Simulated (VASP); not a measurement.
Wanted: the native input for a VASP 6.6.1 run.

```yaml
Task: single point
Functional: r2SCAN
Potentials_or_basis: VASP PAW PBE potentials, release 64 (Zr_sv, N)
Cutoff: 660 eV
k_mesh: 15 × 15 × 15
Occupations: fermi-dirac, width 0.05 eV
Spin: no spin polarisation
Dipole_correction: no
Further_INCAR_settings: ALGO = Normal; EDIFF = 1e-06; NBANDS = 16
```

The system is ZrN (rocksalt type).

```
CELL_PARAMETERS angstrom
0.00000 1.97609 1.97609
1.97609 0.00000 1.97609
1.97609 1.97609 0.00000
ATOMIC_POSITIONS crystal
Zr 0.00000 0.00000 0.00000
N 0.50000 0.50000 0.50000
```

One way to write it, as run:

POSCAR

```
ZrN
1.0
    0.0000000000      1.9760898853      1.9760898853
    1.9760898853      0.0000000000      1.9760898853
    1.9760898853      1.9760898853      0.0000000000
Zr N
1 1
Direct
    0.0000000000      0.0000000000      0.0000000000
    0.5000000000      0.5000000000      0.5000000000
```

INCAR.step1

```
PREC = Accurate
ENCUT = 660
ISMEAR = -1
SIGMA = 0.05
LREAL = F
LASPH = T
NELM = 120
NBANDS = 16
GGA = PE
ALGO = Normal
EDIFF = 1E-5
LWAVE = T
LCHARG = F
GGA_COMPAT = F
```

INCAR.step2

```
PREC = Accurate
ENCUT = 660
EDIFF = 1E-6
ISMEAR = -1
SIGMA = 0.05
LREAL = F
LASPH = T
NELM = 120
ALGO = Normal
ISIF = 2
LWAVE = F
LCHARG = T
METAGGA = R2SCAN
LMIXTAU = T
LELF = T
LVHAR = T
NBANDS = 16
ISTART = 1
GGA_COMPAT = F
```

KPOINTS

```
Automatic mesh
0
Gamma
  15 15 15
```

Potentials or basis: VASP PAW PBE potentials, release 64 (Zr_sv, N).

Launch:

```bash
$ cat potpaw_PBE.64/Zr_sv/POTCAR potpaw_PBE.64/N/POTCAR > POTCAR
$ cp INCAR.step1 INCAR
$ mpirun -np 1 vasp_std > vasp.out
$ cp INCAR.step2 INCAR
$ mpirun -np 1 vasp_std > vasp.out
```

Results of the run:

| Item | Value |
| --- | --- |
| Pressure | 299.0 GPa |
| Band gap on the k mesh | zero (an odd number of electrons rules out a gap without spin polarisation) |

Caveat: the cell stands under pressure; the PAW data sets were made with another functional, which shifts forces and pressure a little.

Wall time 84 s on 1 thread of Intel(R) Xeon(R) Platinum 8488C (Sapphire Rapids), on a shared host, peak memory 0.17 GiB.
